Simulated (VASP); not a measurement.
# CsI (Pm-3m) in VASP: a series of runs

CsI is run at these levels: PBE; tasks: single point, relaxation of cell and atoms.

Everything below comes from runs of VASP 6.6.1. Logs are shortened: lines on timing, memory, paths and dates and some standing lists are left out, and cuts for length are marked.

## 1. The cell of the first run

Symmetry: Pm-3m, No. 221, cubic system. The conventional cell has a = 4.712 Å, b = 4.712 Å, c = 4.712 Å, α = 90.00°, β = 90.00°, γ = 90.00°. Within 5.4 Å of Cs (site symmetry m-3m) lie 8 I at 4.08 Å and 6 Cs at 4.71 Å. I (site symmetry m-3m) has 8 Cs at 4.08 Å and 6 I at 4.71 Å within 5.4 Å.

## 2. Single point, PBE (volume scaled by 1.03)

INCAR

```
SYSTEM = CsI
ALGO     = Normal         ! electronic algorithm
EDIFF    = 1E-6           ! SCF threshold, eV
ENCUT    = 500            ! plane-wave cutoff, eV
GGA      = PE             ! functional
GGA_COMPAT= .False.      
ISIF     = 2              ! what is computed and relaxed
ISMEAR   = 0              ! smearing method
LASPH    = .True.         ! aspherical terms in the spheres
LCHARG   = .False.        ! write CHGCAR
LREAL    = .False.        ! projectors in reciprocal space
LWAVE    = .False.        ! write WAVECAR
NBANDS   = 15             ! bands
NELM     = 120            ! most SCF steps
PREC     = Accurate       ! precision mode
SIGMA    = 0.02           ! smearing width, eV
```

KPOINTS

```
k-points
0
Gamma
  6 6 6
  0 0 0
```

POSCAR

```
CsI
1.0
    4.7122156617      0.0000000000      0.0000000000
    0.0000000000      4.7122156617      0.0000000000
    0.0000000000      0.0000000000      4.7122156617
Cs I
1 1
Direct
    0.0000000000      0.0000000000      0.0000000000
    0.5000000000      0.5000000000      0.5000000000
```

Potentials or basis: VASP PAW PBE potentials, release 64 (Cs_sv, I).

Started as:

```
> cat potpaw_PBE.64/Cs_sv/POTCAR potpaw_PBE.64/I/POTCAR > POTCAR
> mpirun -np 1 vasp_std > vasp.out
```

OUTCAR:

```text
SYSTEM = CsI
   EDIFF = 1E-6
   ENCUT = 500
   GGA = PE
   ISIF = 2
   ISMEAR = 0
   LASPH = .True.
   LREAL = .False.
   NELM = 120
   PREC = Accurate

 ion  position               nearest neighbor table
   1  0.000  0.000  0.000-
   2  0.500  0.500  0.500-

  LATTYP: Found a simple cubic cell.
 ALAT       =     4.7122156617

  Lattice vectors:

 A1 = (   4.7122156617,   0.0000000000,   0.0000000000)
 A2 = (   0.0000000000,   4.7122156617,   0.0000000000)
 A3 = (   0.0000000000,   0.0000000000,   4.7122156617)

Analysis of symmetry for initial positions (statically):
=====================================================================
 Subroutine PRICEL returns:
 Original cell was already a primitive cell.

 Routine SETGRP: Setting up the symmetry group for a
 simple cubic supercell.

 Subroutine GETGRP returns: Found 48 space group operations
 (whereof 48 operations were pure point group operations)
 out of a pool of 48 trial point group operations.

The static configuration has the point symmetry O_h .

Analysis of symmetry for dynamics (positions and initial velocities):
=====================================================================
 Subroutine PRICEL returns:
 Original cell was already a primitive cell.

 Routine SETGRP: Setting up the symmetry group for a
 simple cubic supercell.

 Subroutine GETGRP returns: Found 48 space group operations
 (whereof 48 operations were pure point group operations)
 out of a pool of 48 trial point group operations.

The dynamic configuration has the point symmetry O_h .

 Subroutine INISYM returns: Found 48 space group operations
 (whereof 48 operations are pure point group operations),
 and found     1 'primitive' translations

----------------------------------------------------------------------------------------

                                     Primitive cell

  volume of cell :     104.6346

  direct lattice vectors                    reciprocal lattice vectors
     4.712215662  0.000000000  0.000000000     0.212214396  0.000000000  0.000000000
     0.000000000  4.712215662  0.000000000     0.000000000  0.212214396  0.000000000
     0.000000000  0.000000000  4.712215662     0.000000000  0.000000000  0.212214396

  length of vectors
     4.712215662  4.712215662  4.712215662     0.212214396  0.212214396  0.212214396

  position of ions in fractional coordinates (direct lattice)
     0.000000000  0.000000000  0.000000000
     0.500000000  0.500000000  0.500000000

  ion indices of the primitive-cell ions
   primitive index   ion index
                 1           1
                 2           2

----------------------------------------------------------------------------------------

 KPOINTS: k-points

Automatic generation of k-mesh.
 Grid dimensions read from file:
 generate k-points for:    6    6    6

 Generating k-lattice:

  Cartesian coordinates                     Fractional coordinates (reciprocal lattice)
     0.035369066  0.000000000  0.000000000     0.166666667  0.000000000  0.000000000
     0.000000000  0.035369066  0.000000000     0.000000000  0.166666667  0.000000000
     0.000000000  0.000000000  0.035369066     0.000000000  0.000000000  0.166666667

  Length of vectors
     0.035369066  0.035369066  0.035369066

  Shift w.r.t. Gamma in fractional coordinates (k-lattice)
     0.000000000  0.000000000  0.000000000

 Subroutine IBZKPT returns following result:
 ===========================================

 Found     20 irreducible k-points:

 Following reciprocal coordinates:
            Coordinates               Weight
  0.000000  0.000000  0.000000      1.000000
  0.166667  0.000000  0.000000      6.000000
  0.333333  0.000000  0.000000      6.000000
  0.500000  0.000000  0.000000      3.000000
  0.166667  0.166667  0.000000     12.000000
  0.333333  0.166667  0.000000     24.000000
[... 12 lines left out ...]
  0.500000  0.500000  0.333333      6.000000
  0.500000  0.500000  0.500000      1.000000
   k-points           NKPTS =     20   k-points in BZ     NKDIM =     20   number of bands    NBANDS=     15
   number of dos      NEDOS =    301   number of ions     NIONS =      2
   total plane-waves  NPLWV =  46656
   dimension x,y,z NGX =    36 NGY =   36 NGZ =   36
   dimension x,y,z NGXF=    72 NGYF=   72 NGZF=   72
   ions per type =               1   1
   NGX,Y,Z   is equivalent  to a cutoff of  12.70, 12.70, 12.70 a.u.
   NGXF,Y,Z  is equivalent  to a cutoff of  25.40, 25.40, 25.40 a.u.
 SYSTEM =  CsI
   PREC   = accura    normal or accurate (medium, high low for compatibility)
   ISTART =      0    job   : 0-new  1-cont  2-samecut
   ICHARG =      2    charge: 1-file 2-atom 10-const
   ISPIN  =      1    spin polarized calculation?
   LNONCOLLINEAR =      F non collinear calculations
   LSORBIT =      F    spin-orbit coupling
   LASPH  =      T    aspherical Exc in radial PAW
   ENCUT  =  500.0 eV  36.75 Ry    6.06 a.u.   8.59  8.59  8.59*2*pi/ulx,y,z
   NELM   =    120;   NELMIN=  2; NELMDL= -5     # of ELM steps
   EDIFF  = 0.1E-05   stopping-criterion for ELM
   LREAL  =      F    real-space projection
[... 7 lines left out ...]
   TEBEG  =    0.0;   TEEND  =   0.0 temperature during run
   PSTRESS=    0.0 pullay stress
   NELECT =      16.0000    total number of electrons
   NUPDOWN=      -1.0000    fix difference up-down
   EMIN   =  10.00;   EMAX   =-10.00  energy-range for DOS
   EFERMI =   0.00;   METHOD = LEGACY
   ISMEAR =     0;   SIGMA  =   0.02  broadening in eV -4-tet -1-fermi 0-gaus
   EFERMI_NEDOS =   21; number of points for ismear=-14 and -15
   IALGO  =     38    algorithm
   IMIX   =      4    mixing-type and parameters
     AMIX     =   0.40;   BMIX     =  1.00
     AMIX_MAG =   1.60;   BMIX_MAG =  1.00
  volume/ion in A,a.u.               =      52.32       353.05
  Fermi-wavevector in a.u.,A,eV,Ry     =   0.875433  1.654329 10.427277  0.766383
  Thomas-Fermi vector in A             =   1.995103
   LORBIT       =      0    0 simple, 1 ext, 2 COOP (PROOUT), +10 PAW based schemes
   GGA     = PE    functional components
   LHFCALC =     F    Hartree Fock is set to
   AEXX    =    0.0000 exact exchange contribution
   IVDW    =     0    specifies the selected vdW correction
   LEPSILON=     F    determine dielectric tensor
   LRPA    =     F    only Hartree local field effects (RPA)
 non-spin polarized calculation
 Gauss-broadening in eV      SIGMA  =   0.02
  energy-cutoff  :      500.00
  volume of cell :      104.63
 maximum number of plane-waves:      2680
 NGX is ok and might be reduce to    36
   NGX = 17   NGY = 17   NGZ = 17

 number of electron      15.9999995 magnetization

 Free energy of the ion-electron system (eV)
  ---------------------------------------------------
  ext. energy  EPLUGINS =         0.00000000
  ---------------------------------------------------
  free energy    TOTEN  =        -5.44081515 eV

  energy without entropy =       -5.44081515  energy(sigma->0) =       -5.44081515

 E-fermi :   0.4550     XC(G=0):  -7.3732

 val. band max:        0.2867927268   @ k =   0.5000   0.5000   0.0000
 cond. band min:       3.8792111985   @ k =   0.0000   0.0000   0.0000
 fundamental gap:      3.5924184717
 Fermi energy:         0.4549775452

 k-point     1 :       0.0000    0.0000    0.0000
  band No.  band energies     occupation
      1     -20.2367      2.00000
      2     -10.2356      2.00000
      3      -6.9481      2.00000
      4      -6.9481      2.00000
      5      -6.9481      2.00000
      6       0.1886      2.00000
      7       0.1886      2.00000
      8       0.1886      2.00000
      9       3.8792      0.00000
     10       4.5894      0.00000
     11       4.5894      0.00000
     12       7.8386      0.00000
     13       7.8386      0.00000
     14       7.8386      0.00000
     15      10.1866      0.00000

 k-point     2 :       0.1667    0.0000    0.0000
  band No.  band energies     occupation
      1     -20.2328      2.00000
      2     -10.2344      2.00000
      3      -6.9824      2.00000
      4      -6.9375      2.00000
      5      -6.9375      2.00000
      6      -0.2060      2.00000
      7       0.1648      2.00000
      8       0.1648      2.00000
      9       4.4170      0.00000
     10       4.7419      0.00000
     11       5.0936      0.00000
     12       7.7625      0.00000
     13       7.7625      0.00000
     14       7.9500      0.00000
     15       9.1373      0.00000

 k-point     3 :       0.3333    0.0000    0.0000
  band No.  band energies     occupation
      1     -20.2249      2.00000
      2     -10.2334      2.00000
      3      -7.0441      2.00000
      4      -6.9160      2.00000
      5      -6.9160      2.00000
      6      -0.8091      2.00000
      7       0.1155      2.00000
      8       0.1155      2.00000
      9       5.1565      0.00000
     10       5.5236      0.00000
     11       6.1739      0.00000
     12       7.7624      0.00000
     13       7.7624      0.00000
     14       7.8097      0.00000
     15       8.2223      0.00000
[... 271 lines left out ...]
 k-point    19 :       0.5000    0.5000    0.3333
  band No.  band energies     occupation
      1     -20.1957      2.00000
      2     -10.0455      2.00000
      3      -7.1597      2.00000
      4      -7.1597      2.00000
      5      -7.0773      2.00000
      6      -0.7313      2.00000
      7      -0.7313      2.00000
      8      -0.5812      2.00000
      9       6.1824      0.00000
     10       6.7674      0.00000
     11       6.7674      0.00000
     12       7.0585      0.00000
     13       8.3356      0.00000
     14       8.3356      0.00000
     15       9.5632      0.00000

 k-point    20 :       0.5000    0.5000    0.5000
  band No.  band energies     occupation
      1     -20.1922      2.00000
      2     -10.0258      2.00000
      3      -7.1409      2.00000
      4      -7.1409      2.00000
      5      -7.1409      2.00000
      6      -0.8068      2.00000
      7      -0.8068      2.00000
      8      -0.8068      2.00000
      9       7.1732      0.00000
     10       7.1732      0.00000
     11       7.1732      0.00000
     12       7.7251      0.00000
     13       7.7251      0.00000
     14       7.7251      0.00000
     15       9.6004      0.00000

------------------------ aborting loop because EDIFF is reached ----------------------------------------

  FORCE on cell =-STRESS in cart. coord.  units (eV):
  Direction    XX          YY          ZZ          XY          YZ          ZX
  --------------------------------------------------------------------------------------
  -------------------------------------------------------------------------------------
  Total       -0.1619780     -0.1619780     -0.1619780      0.0000000      0.0000000      0.0000000
  in kB       -2.4802252     -2.4802252     -2.4802252      0.0000000      0.0000000      0.0000000
  external PRESSURE =      -2.4802252 kB  Pullay stress =       0.0000000 kB

 VOLUME and BASIS-vectors are now :
 -----------------------------------------------------------------------------
  energy-cutoff  :      500.00
  volume of cell :      104.63
      direct lattice vectors                 reciprocal lattice vectors
     4.712215662  0.000000000  0.000000000     0.212214396  0.000000000  0.000000000
     0.000000000  4.712215662  0.000000000     0.000000000  0.212214396  0.000000000
     0.000000000  0.000000000  4.712215662     0.000000000  0.000000000  0.212214396

 POSITION                                       TOTAL-FORCE (eV/Angst)
 -----------------------------------------------------------------------------------
      0.00000      0.00000      0.00000         0.000000      0.000000      0.000000
      2.35611      2.35611      2.35611         0.000000      0.000000      0.000000
 -----------------------------------------------------------------------------------
    total drift:                               -0.000000      0.000000      0.000000

  FREE ENERGIE OF THE ION-ELECTRON SYSTEM (eV)
  ---------------------------------------------------
  free  energy   TOTEN  =        -5.4408151451 eV

  energy  without entropy=       -5.4408151451  energy(sigma->0) =       -5.44081515
```

It took 14 s on 1 thread of AMD EPYC 9R45 (Zen 5), shared host; peak memory 0.18 GiB.

Results:

```
Free energy            : -5.4408 eV
Pressure               : -0.2 GPa
Band gap on the k mesh : 3.59 eV, indirect (least direct gap 3.69 eV)
```

Levels at points of the mesh, in eV from the valence-band top:
```csv
k point,band 6,band 7,band 8,band 9,band 10,band 11
"(0.00, 0.00, 0.00)",-0.10,-0.10,-0.10,3.59,4.30,4.30
"(0.50, 0.00, 0.00)",-1.35,-0.20,-0.20,5.21,6.10,6.31
"(0.50, 0.50, 0.00)",-0.79,-0.79,0.00,4.24,4.88,6.06
"(0.50, 0.50, 0.50)",-1.09,-1.09,-1.09,6.89,6.89,6.89
```

Caveat: the cell differs from its parent crystal (volume scaled by 1.03); spin-orbit coupling is left out, which moves the levels of the heavy elements. A k mesh can miss the band edges.

## 3. Single point, PBE

This run uses another cell than the first one, of 50.79 Å³/atom, 0.971 times its volume.

INCAR

```
  ALGO = Normal
  EDIFF = 1E-6
  ENCUT = 500
  GGA = PE
  GGA_COMPAT = False
  ISIF = 2
  ISMEAR = 0
  LASPH = True
  LCHARG = False
  LREAL = False
  LWAVE = False
  NBANDS = 15
  NELM = 120
  PREC = Accurate
  SIGMA = 0.01
```

KPOINTS

```
k-points
0
Gamma
  6 6 6
```

POSCAR

```
CsI
1.0
    4.6660157997      0.0000000000      0.0000000000
    0.0000000000      4.6660157997      0.0000000000
    0.0000000000      0.0000000000      4.6660157997
Cs I
1 1
Direct
    0.0000000000      0.0000000000      0.0000000000
    0.5000000000      0.5000000000      0.5000000000
```

Potentials or basis: VASP PAW PBE potentials, release 64 (Cs_sv, I).

Started as:

```
> cat potpaw_PBE.64/Cs_sv/POTCAR potpaw_PBE.64/I/POTCAR > POTCAR
> mpirun -np 1 vasp_std > vasp.out
```

Run time: 16 s. Hardware: 1 thread of Intel Xeon 6975P-C (Granite Rapids), shared host; peak memory 0.21 GiB.

It converged, with:

```yaml
Free_energy: -5.4428 eV
Pressure: 0.0 GPa
Band_gap_on_the_k_mesh: 3.68 eV, indirect (least direct gap 3.77 eV)
```

Levels at points of the mesh, in eV from the valence-band top:
| k point | band 6 | band 7 | band 8 | band 9 | band 10 | band 11 |
| --- | --- | --- | --- | --- | --- | --- |
| (0.00, 0.00, 0.00) | -0.10 | -0.10 | -0.10 | 3.68 | 4.27 | 4.27 |
| (0.50, 0.00, 0.00) | -1.41 | -0.21 | -0.21 | 5.21 | 6.22 | 6.44 |
| (0.50, 0.50, 0.00) | -0.81 | -0.81 | 0.00 | 4.25 | 4.89 | 6.08 |
| (0.50, 0.50, 0.50) | -1.16 | -1.16 | -1.16 | 6.97 | 6.97 | 6.97 |

Caveat: spin-orbit coupling is left out, which moves the levels of the heavy elements. A k mesh can miss the band edges.

(Part 1 of 3 ends here.)
